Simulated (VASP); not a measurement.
Wanted: the native input for a VASP 6.6.1 run.

```yaml
Task: single point
Functional: LDA
Potentials_or_basis: VASP PAW LDA potentials, release 64 (Ti_sv, Br)
Cutoff: 520 eV
k_mesh: 5 × 5 × 5
Occupations: gaussian, width 0.05 eV
Spin: collinear spin
Starting_moments: "[-0.69, 0.0, 0.0] μB"
Hubbard_terms: Ti d U = 7.0 eV
Dipole_correction: no
Further_INCAR_settings: ALGO = Normal; EDIFF = 1e-06; NBANDS = 24
```

The structure of TiBr2 lies in POSCAR:

```
TiBr2
1.0
    2.0716729200      1.1960809200      6.2634474900
   -2.0716729200      1.1960809200      6.2634474900
    0.0000000000     -2.3921618400      6.2634474900
Ti Br
1 2
Direct
    0.0000000000      0.0000000000      0.0000000000
    0.2520000000      0.2520000000      0.2520000000
    0.7480000000      0.7480000000      0.7480000000
```

These files were run (other wordings do the same):

INCAR

```
SYSTEM = TiBr2
PREC = Accurate ; ENCUT = 520
EDIFF = 1E-6 ; ISMEAR = 0
SIGMA = 0.05 ; LREAL = .FALSE.
LASPH = .TRUE. ; NELM = 150
ALGO = Normal ; ISIF = 2
LWAVE = .FALSE. ; LCHARG = .FALSE.
ISPIN = 2 ; MAGMOM = -0.69 0 0
LORBIT = 11 ; LMAXMIX = 4
LDAU = .TRUE. ; LDAUTYPE = 2
LDAUL = 2 -1 ; LDAUU = 7 0
LDAUJ = 0 0 ; LDAUPRINT = 1
GGA = CA ; NBANDS = 24
```

KPOINTS

```
Automatic mesh
0
G
  5 5 5
  0 0 0
```

Potentials or basis: VASP PAW LDA potentials, release 64 (Ti_sv, Br).

Command:

```sh
$ cat potpaw_LDA.64/Ti_sv/POTCAR potpaw_LDA.64/Br/POTCAR > POTCAR
$ mpirun -np 1 vasp_std > vasp.out
```

It gave:

```yaml
Pressure: -4.1 GPa
Largest_force: 0.515 eV/Å
Band_gap_on_the_k_mesh: 3.02 eV (least direct gap 3.68 eV)
Net_moment: -2.00 μB per cell
Site_moments: Ti -1.75; Br +0.01 μB
Valence_electrons_inside_the_program's_atomic_spheres: Ti 10.04; Br 4.87
```

Caveat: the cell stands under tension; an odd mesh through Γ misses points on the zone boundary, where band edges can lie.

Run time: 3.1 min on 1 thread of Intel(R) Xeon(R) Platinum 8259CL CPU @ 2.50GHz (Skylake/Cascade Lake), on a shared host, peak memory 0.33 GiB.
